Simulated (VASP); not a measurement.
# TiAl (Amm2) in VASP: notebook

Runs on TiAl. Level: PBEsol. Tasks: single point.

All numbers are computed with VASP 6.6.1; they aren't measurements. Logs are shortened: lines on timing, memory, paths and dates and some standing lists are left out, and cuts for length are marked.

**1. The cell of the first run**

It takes space group Amm2 (No. 38, orthorhombic). The conventional cell has a = 4.678 Å, b = 2.917 Å, c = 4.966 Å, α = 90.00°, β = 90.00°, γ = 90.00°. Ti (site symmetry mm2) has 6 Al at 2.87 to 2.88 Å and 6 Ti at 2.88 to 2.92 Å within 3.8 Å. Al (site symmetry mm2) has 6 Ti at 2.87 to 2.88 Å and 6 Al at 2.88 to 2.92 Å within 3.8 Å.

**2. Single point, PBEsol (strain +0.0175 x Voigt [1, 0, 0, 0, 0, 0])**

Input file INCAR:

```
ALGO = Fast
EDIFF = 1E-6
ENCUT = 520
GGA = PS
ISIF = 2
ISMEAR = 0
LASPH = T
LCHARG = F
LREAL = F
LWAVE = F
NBANDS = 14
NELM = 80
PREC = Accurate
SIGMA = 0.15
```

Input file KPOINTS:

```
k-points
0
Gamma
  18 18 10
```

Input file POSCAR:

```
TiAl
1.0
    2.9174393218      0.0000000000      0.0000000000
   -1.4587196609      2.4831219328      0.0000000000
    0.0000000000      0.0000000000      4.6780830000
Ti Al
1 1
Direct
    0.0000000000      0.0000000000      0.0000000000
    0.3333333333      0.6666666667      0.5000000000
```

Potentials or basis: VASP PAW PBE potentials, release 64 (Ti_sv, Al).

Started as:

```console
$ cat potpaw_PBE.64/Ti_sv/POTCAR potpaw_PBE.64/Al/POTCAR > POTCAR
$ mpirun -np 1 vasp_std > vasp.out
```

OUTCAR:

```text
EDIFF = 1E-6
   ENCUT = 520
   GGA = PS
   ISIF = 2
   ISMEAR = 0
   LASPH = T
   LREAL = F
   NELM = 80
   PREC = Accurate

 ion  position               nearest neighbor table
   1  0.000  0.000  0.000-   2 2.87   2 2.87   2 2.88   2 2.88   2 2.88   2 2.88
   2  0.333  0.667  0.500-   1 2.87   1 2.87   1 2.88   1 2.88   1 2.88   1 2.88

  Warning from LATTYP: Monoclinic adjustment (A1->A3, A2->A1, A3->A2)!
  LATTYP: Found a base centered orthorhombic cell.
 ALAT       =     2.9174393218
 B/A-ratio  =     1.7022612359
 C/A-ratio  =     1.6034893905

  Lattice vectors:

 A1 = (   1.4587196609,  -2.4831219328,   0.0000000000)
 A2 = (   1.4587196609,   2.4831219328,   0.0000000000)
 A3 = (   0.0000000000,   0.0000000000,   4.6780830000)

Analysis of symmetry for initial positions (statically):
=====================================================================
 Subroutine PRICEL returns:
 Original cell was already a primitive cell.

 Routine SETGRP: Setting up the symmetry group for a
 base centered orthorhombic supercell.

 Subroutine GETGRP returns: Found  4 space group operations
 (whereof  4 operations were pure point group operations)
 out of a pool of  8 trial point group operations.

The static configuration has the point symmetry C_2v.

Analysis of symmetry for dynamics (positions and initial velocities):
=====================================================================
 Subroutine PRICEL returns:
 Original cell was already a primitive cell.

 Routine SETGRP: Setting up the symmetry group for a
 base centered orthorhombic supercell.

 Subroutine GETGRP returns: Found  4 space group operations
 (whereof  4 operations were pure point group operations)
 out of a pool of  8 trial point group operations.

The dynamic configuration has the point symmetry C_2v.

 Subroutine INISYM returns: Found  4 space group operations
 (whereof  4 operations are pure point group operations),
 and found     1 'primitive' translations

----------------------------------------------------------------------------------------

                                     Primitive cell

  volume of cell :      33.8897

  direct lattice vectors                    reciprocal lattice vectors
     2.917439322  0.000000000  0.000000000     0.342766341  0.201359423  0.000000000
    -1.458719661  2.483121933  0.000000000     0.000000000  0.402718846  0.000000000
     0.000000000  0.000000000  4.678083000     0.000000000  0.000000000  0.213762774

  length of vectors
     2.917439322  2.879888467  4.678083000     0.397535384  0.402718846  0.213762774

[... 93 lines left out ...]
   EMIN   =  10.00;   EMAX   =-10.00  energy-range for DOS
   EFERMI =   0.00;   METHOD = LEGACY
   ISMEAR =     0;   SIGMA  =   0.15  broadening in eV -4-tet -1-fermi 0-gaus
   EFERMI_NEDOS =   21; number of points for ismear=-14 and -15
   IALGO  =     68    algorithm
   IMIX   =      4    mixing-type and parameters
     AMIX     =   0.40;   BMIX     =  1.00
     AMIX_MAG =   1.60;   BMIX_MAG =  1.00
  volume/ion in A,a.u.               =      16.94       114.35
  Fermi-wavevector in a.u.,A,eV,Ry     =   1.247621  2.357662 21.178257  1.556558
  Thomas-Fermi vector in A             =   2.381745
   LORBIT       =      0    0 simple, 1 ext, 2 COOP (PROOUT), +10 PAW based schemes
   GGA     = PS    functional components
   LHFCALC =     F    Hartree Fock is set to
   AEXX    =    0.0000 exact exchange contribution
   IVDW    =     0    specifies the selected vdW correction
   LEPSILON=     F    determine dielectric tensor
   LRPA    =     F    only Hartree local field effects (RPA)
 non-spin polarized calculation
 RMM-DIIS sequential band-by-band and
 Gauss-broadening in eV      SIGMA  =   0.15
  energy-cutoff  :      520.00
  volume of cell :       33.89
 maximum number of plane-waves:       934
 NGX is ok and might be reduce to    24
   NGX = 11   NGY = 11   NGZ = 17

 number of electron      14.9999999 magnetization

 Free energy of the ion-electron system (eV)
  ---------------------------------------------------
  ext. energy  EPLUGINS =         0.00000000
  ---------------------------------------------------
  free energy    TOTEN  =       -12.92589389 eV

  energy without entropy =      -12.89703034  energy(sigma->0) =      -12.91146211

 E-fermi :   7.5936     XC(G=0): -10.9592

 val. band max:        7.5925569010   @ k =   0.2222   0.1111   0.5000
 cond. band min:       7.5954500659   @ k =   0.0000   0.2778   0.5000
 fundamental gap:      0.0028931649
 Fermi energy:         7.5936140773

 k-point     1 :       0.0000    0.0000    0.0000
  band No.  band energies     occupation
      1     -48.7420      2.00000
      2     -25.1614      2.00000
      3     -24.7709      2.00000
      4     -24.7536      2.00000
      5      -1.2253      2.00000
      6       5.3438      2.00000
      7       5.8470      2.00000
      8       8.7350      0.00000
      9       8.9505      0.00000
     10      10.2440      0.00000
     11      10.2930      0.00000
     12      11.4990      0.00000
     13      20.0323      0.00000
     14      20.4371      0.00000
[... 377 lines left out ...]
      1     -48.6988      2.00000
      2     -25.1180      2.00000
      3     -25.0348      2.00000
      4     -24.8253      2.00000
      5       0.3006      2.00000
      6       5.9896      2.00000
      7       6.5966      2.00000
      8       7.8074      0.04380
      9       9.8741      0.00000
     10      10.0260      0.00000
     11      10.7796      0.00000
     12      11.6604      0.00000
     13      13.1430      0.00000
     14      15.9389      0.00000

 [... further k-points ...]

------------------------ aborting loop because EDIFF is reached ----------------------------------------

  FORCE on cell =-STRESS in cart. coord.  units (eV):
  Direction    XX          YY          ZZ          XY          YZ          ZX
  --------------------------------------------------------------------------------------
  -------------------------------------------------------------------------------------
  Total       -1.0722226     -0.7917258     -1.0205912      0.0000000      0.0000000      0.0000000
  in kB      -50.6906348    -37.4298063    -48.2496987      0.0000000      0.0000000      0.0000000
  external PRESSURE =     -45.4567133 kB  Pullay stress =       0.0000000 kB

 VOLUME and BASIS-vectors are now :
 -----------------------------------------------------------------------------
  energy-cutoff  :      520.00
  volume of cell :       33.89
      direct lattice vectors                 reciprocal lattice vectors
     2.917439322  0.000000000  0.000000000     0.342766341  0.201359423  0.000000000
    -1.458719661  2.483121933  0.000000000     0.000000000  0.402718846  0.000000000
     0.000000000  0.000000000  4.678083000     0.000000000  0.000000000  0.213762774

 POSITION                                       TOTAL-FORCE (eV/Angst)
 -----------------------------------------------------------------------------------
      0.00000      0.00000      0.00000         0.000000     -0.050853      0.000000
     -0.00000      1.65541      2.33904         0.000000      0.050853      0.000000
 -----------------------------------------------------------------------------------
    total drift:                                0.000000      0.000506     -0.000000

  FREE ENERGIE OF THE ION-ELECTRON SYSTEM (eV)
  ---------------------------------------------------
  free  energy   TOTEN  =       -12.9258938857 eV

  energy  without entropy=      -12.8970303381  energy(sigma->0) =      -12.91146211
```

Wall time 4.4 min (1 thread of Intel Xeon 6975P-C (Granite Rapids), shared host); peak memory 0.37 GiB.

What came out:

```
Free energy   : -12.9259 eV
Pressure      : -4.5 GPa
Largest force : 0.051 eV/Å
```

Forces on the atoms (eV/Å):
```
Ti   0.000 -0.051  0.000
Al   0.000  0.051  0.000
```

Caveat: the cell differs from its parent crystal (strain +0.0175 x Voigt [1, 0, 0, 0, 0, 0]); the PAW data sets were made with another functional, which shifts forces and pressure a little.

**3. Single point, PBEsol (strain +0.0200 x Voigt [1, 0, 0, 0, 0, 0])**

Input file INCAR:

```
SYSTEM = TiAl
PREC = Accurate
ENCUT = 520
EDIFF = 1E-6
ISMEAR = 0
SIGMA = 0.15
LREAL = .FALSE.
LASPH = .TRUE.
NELM = 100
ALGO = Fast
ISIF = 2
LWAVE = .FALSE.
LCHARG = .TRUE.
GGA = PS
LELF = .TRUE.
LVHAR = .TRUE.
NBANDS = 14
```

Input file KPOINTS:

```
regular mesh
0
G
  18 18 10
  0 0 0
```

Input file POSCAR:

```
TiAl
1.0
    2.9246074773      0.0000000000      0.0000000000
   -1.4623037386      2.4831219328      0.0000000000
    0.0000000000      0.0000000000      4.6780830000
Ti Al
1 1
Direct
    0.0000000000      0.0000000000      0.0000000000
    0.3333333333      0.6666666667      0.5000000000
```

Potentials or basis: VASP PAW PBE potentials, release 64 (Ti_sv, Al).

Started as:

```console
$ cat potpaw_PBE.64/Ti_sv/POTCAR potpaw_PBE.64/Al/POTCAR > POTCAR
$ mpirun -np 1 vasp_std > vasp.out
```

OUTCAR:

```text
SYSTEM = TiAl
   PREC = Accurate
   ENCUT = 520
   EDIFF = 1E-6
   ISMEAR = 0
   LREAL = .FALSE.
   LASPH = .TRUE.
   NELM = 100
   ISIF = 2
   GGA = PS

 ion  position               nearest neighbor table
   1  0.000  0.000  0.000-   2 2.87   2 2.87   2 2.88   2 2.88   2 2.88   2 2.88
   2  0.333  0.667  0.500-   1 2.87   1 2.87   1 2.88   1 2.88   1 2.88   1 2.88

  Warning from LATTYP: Monoclinic adjustment (A1->A3, A2->A1, A3->A2)!
  LATTYP: Found a base centered orthorhombic cell.
 ALAT       =     2.9246074773
 B/A-ratio  =     1.6980890270
 C/A-ratio  =     1.5995592695

  Lattice vectors:

 A1 = (   1.4623037386,  -2.4831219328,   0.0000000000)
 A2 = (   1.4623037387,   2.4831219328,   0.0000000000)
 A3 = (   0.0000000000,   0.0000000000,   4.6780830000)

Analysis of symmetry for initial positions (statically):
=====================================================================
 Subroutine PRICEL returns:
 Original cell was already a primitive cell.

 Routine SETGRP: Setting up the symmetry group for a
 base centered orthorhombic supercell.

 Subroutine GETGRP returns: Found  4 space group operations
 (whereof  4 operations were pure point group operations)
 out of a pool of  8 trial point group operations.

The static configuration has the point symmetry C_2v.

Analysis of symmetry for dynamics (positions and initial velocities):
=====================================================================
 Subroutine PRICEL returns:
 Original cell was already a primitive cell.

 Routine SETGRP: Setting up the symmetry group for a
 base centered orthorhombic supercell.

 Subroutine GETGRP returns: Found  4 space group operations
 (whereof  4 operations were pure point group operations)
 out of a pool of  8 trial point group operations.

The dynamic configuration has the point symmetry C_2v.

 Subroutine INISYM returns: Found  4 space group operations
 (whereof  4 operations are pure point group operations),
 and found     1 'primitive' translations

----------------------------------------------------------------------------------------

                                     Primitive cell

[... 124 lines left out ...]
  energy-cutoff  :      520.00
  volume of cell :       33.97
 maximum number of plane-waves:       934
 NGX is ok and might be reduce to    24
   NGX = 11   NGY = 11   NGZ = 17

 number of electron      14.9999999 magnetization

 Free energy of the ion-electron system (eV)
  ---------------------------------------------------
  ext. energy  EPLUGINS =         0.00000000
  ---------------------------------------------------
  free energy    TOTEN  =       -12.92323852 eV

  energy without entropy =      -12.89424445  energy(sigma->0) =      -12.90874148

 E-fermi :   7.5685     XC(G=0): -10.9488

 val. band max:        7.5683598658   @ k =   0.2222   0.0556   0.4000
 cond. band min:       7.5696223043   @ k =   0.2778   0.0556   0.0000
 fundamental gap:      0.0012624384
 Fermi energy:         7.5684720006

 k-point     1 :       0.0000    0.0000    0.0000
  band No.  band energies     occupation
      1     -48.7736      2.00000
      2     -25.1925      2.00000
      3     -24.8067      2.00000
      4     -24.7871      2.00000
      5      -1.2368      2.00000
      6       5.3262      2.00000
      7       5.8324      2.00000
      8       8.6909      0.00000
      9       8.9358      0.00000
     10      10.2036      0.00000
     11      10.2591      0.00000
     12      11.4749      0.00000
     13      19.9456      0.00000
     14      20.4365      0.00000
[... 377 lines left out ...]
      1     -48.7312      2.00000
      2     -25.1498      2.00000
      3     -25.0659      2.00000
      4     -24.8584      2.00000
      5       0.2825      2.00000
      6       5.9721      2.00000
      7       6.5718      2.00000
      8       7.7755      0.05098
      9       9.8404      0.00000
     10       9.9962      0.00000
     11      10.7461      0.00000
     12      11.6286      0.00000
     13      13.0958      0.00000
     14      15.8902      0.00000

 [... further k-points ...]

------------------------ aborting loop because EDIFF is reached ----------------------------------------

  FORCE on cell =-STRESS in cart. coord.  units (eV):
  Direction    XX          YY          ZZ          XY          YZ          ZX
  --------------------------------------------------------------------------------------
  -------------------------------------------------------------------------------------
  Total       -1.1194849     -0.8019782     -1.0246917     -0.0000000      0.0000000      0.0000000
  in kB      -52.7953017    -37.8215735    -48.3248183     -0.0000000      0.0000000      0.0000000
  external PRESSURE =     -46.3138978 kB  Pullay stress =       0.0000000 kB

 VOLUME and BASIS-vectors are now :
 -----------------------------------------------------------------------------
  energy-cutoff  :      520.00
  volume of cell :       33.97
      direct lattice vectors                 reciprocal lattice vectors
     2.924607477  0.000000000  0.000000000     0.341926227  0.201359423  0.000000000
    -1.462303739  2.483121933  0.000000000     0.000000000  0.402718846  0.000000000
     0.000000000  0.000000000  4.678083000     0.000000000  0.000000000  0.213762774

 POSITION                                       TOTAL-FORCE (eV/Angst)
 -----------------------------------------------------------------------------------
      0.00000      0.00000      0.00000        -0.000000     -0.057963      0.000000
     -0.00000      1.65541      2.33904         0.000000      0.057963      0.000000
 -----------------------------------------------------------------------------------
    total drift:                                0.000000      0.000349     -0.000000

  FREE ENERGIE OF THE ION-ELECTRON SYSTEM (eV)
  ---------------------------------------------------
  free  energy   TOTEN  =       -12.9232385162 eV

  energy  without entropy=      -12.8942444537  energy(sigma->0) =      -12.90874148
```

OSZICAR:

```text
N       E                     dE             d eps       ncg     rms          rms(c)
DAV:   1     0.978487794788E+02    0.97849E+02   -0.70690E+03 15288   0.107E+03
DAV:   2    -0.882015597761E+01   -0.10667E+03   -0.10258E+03 15912   0.297E+02
DAV:   3    -0.144432185435E+02   -0.56231E+01   -0.54931E+01 23204   0.652E+01
[... 20 lines left out ...]
RMM:  24    -0.129232320963E+02   -0.38619E-05   -0.40314E-05 18265   0.241E-02    0.537E-03
RMM:  25    -0.129232344519E+02   -0.23556E-05   -0.23771E-05 19313   0.242E-02    0.148E-03
RMM:  26    -0.129232364472E+02   -0.19953E-05   -0.20190E-05 17144   0.177E-02    0.277E-03
RMM:  27    -0.129232375643E+02   -0.11170E-05   -0.11585E-05 15306   0.134E-02    0.244E-03
RMM:  28    -0.129232385162E+02   -0.95195E-06   -0.99344E-06 14524   0.114E-02
   1 F= -.12923239E+02 E0= -.12908741E+02  d E =-.289941E-01
```

Run time: 4.3 min. Hardware: 1 thread of Intel Xeon 6975P-C (Granite Rapids), shared host; peak memory 0.37 GiB.

What came out:

```yaml
Free_energy: -12.9232 eV
Pressure: -4.6 GPa
Largest_force: 0.058 eV/Å
```

Forces in eV/Å, atoms in the order of the input:
```
Ti   0.000 -0.058  0.000
Al   0.000  0.058  0.000
```

Stress tensor (GPa, compression positive):
```
-5.28  0.00  0.00
 0.00 -3.78  0.00
 0.00  0.00 -4.83
```

Caveat: the cell differs from its parent crystal (strain +0.0200 x Voigt [1, 0, 0, 0, 0, 0]); the PAW data sets were made with another functional, which shifts forces and pressure a little.
